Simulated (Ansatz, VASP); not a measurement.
GaSeS2 in VASP and in Ansatz

File INCAR:

```
ALGO     = Normal         # electronic algorithm
EDIFF    = 1E-7           # SCF threshold, eV
EDIFFG   = -0.01          # ionic threshold
ENCUT    = 600            # plane-wave cutoff, eV
GGA      = PE             # functional
IBRION   = 2              # ionic algorithm
ISIF     = 3              # what is computed and relaxed
ISMEAR   = 0              # smearing method
LASPH    = T              # aspherical terms in the spheres
LCHARG   = F              # write CHGCAR
LREAL    = F              # projectors in reciprocal space
LWAVE    = F              # write WAVECAR
NELM     = 80             # most SCF steps
NSW      = 100            # ionic steps
PREC     = Accurate       # precision mode
SIGMA    = 0.1            # smearing width, eV
```

The input KPOINTS:

```
k-points
0
Gamma
  14 14 6
```

File POSCAR:

```
GaSeS2
1.0
    3.5437229354      0.0000000000      0.0000000000
    0.0000000000      3.5437229354      0.0000000000
    0.0000000000      0.0000000000      7.2580336038
Ga Se S
1 1 2
Direct
    0.0000000000      0.0000000000      0.0000000000
    0.5000000000      0.5000000000      0.5000000000
    0.0000000000      0.5000000000      0.2026204105
    0.5000000000      0.0000000000      0.7973795895
```

Input for Ansatz:

```yaml
crystal:
  lattice:
    - [3.5437229354, 0.0, 0.0]
    - [0.0, 3.5437229354, 0.0]
    - [0.0, 0.0, 7.2580336038]
  atoms:
    - { symbol: Ga, position: [0.0, 0.0, 0.0] }
    - { symbol: Se, position: [0.5, 0.5, 0.5] }
    - { symbol: S, position: [0.0, 0.5, 0.2026204105] }
    - { symbol: S, position: [0.5, 0.0, 0.7973795895] }
basis:
  ecutwfc: 420
kpoints:
  mp_grid: { grid: [14, 14, 6] }
hamiltonian:
  xc: pbe
scf:
  occupations: { method: gaussian, width: 0.1 }
output:
  forces: true
  stress: true
  eigenvalues: true
  write_density: true
  write_potential: true
  elf: true
  volumetric_format: npy
relax:
  adjacent_minimum: "off"
  f_tol: 0.01
  max_steps: 80
  cell: { stress_tol: 0.05 }
```

Change from the starting cell: species swapped into the AlGaP2 type (P-4m2, No. 115).

Alike in both runs: task relaxation of cell and atoms; functional PBE; k mesh 14 × 14 × 6; occupations gaussian, width 0.1 eV; no spin polarisation.

|  | VASP | Ansatz |
| --- | --- | --- |
| version | VASP 6.6.1 | Ansatz 0.2.0 |
| potentials or method | VASP PAW PBE potentials, release 64 (Ga_d, Se, S), cutoff 600 eV | scalar-relativistic, plane waves, PAW |
| valence electrons in the cell | 31 | 41 |

```tsv
	VASP	Ansatz	Ansatz less VASP
gap on the k mesh at the Fermi level, each at its own relaxed structure (eV)	none	none	-
relaxed volume (Å³/atom)	22.71	22.71	-0.001
relaxed length of the cell vector where the two differ most in proportion (Å)	3.522	3.522	-0.0002
```

A gap of «none» marks a metal or a gap that the smearing closes. VASP's potentials hold 31 valence electrons a cell and Ansatz's 41, so a difference there can come from the potentials and not from the codes.
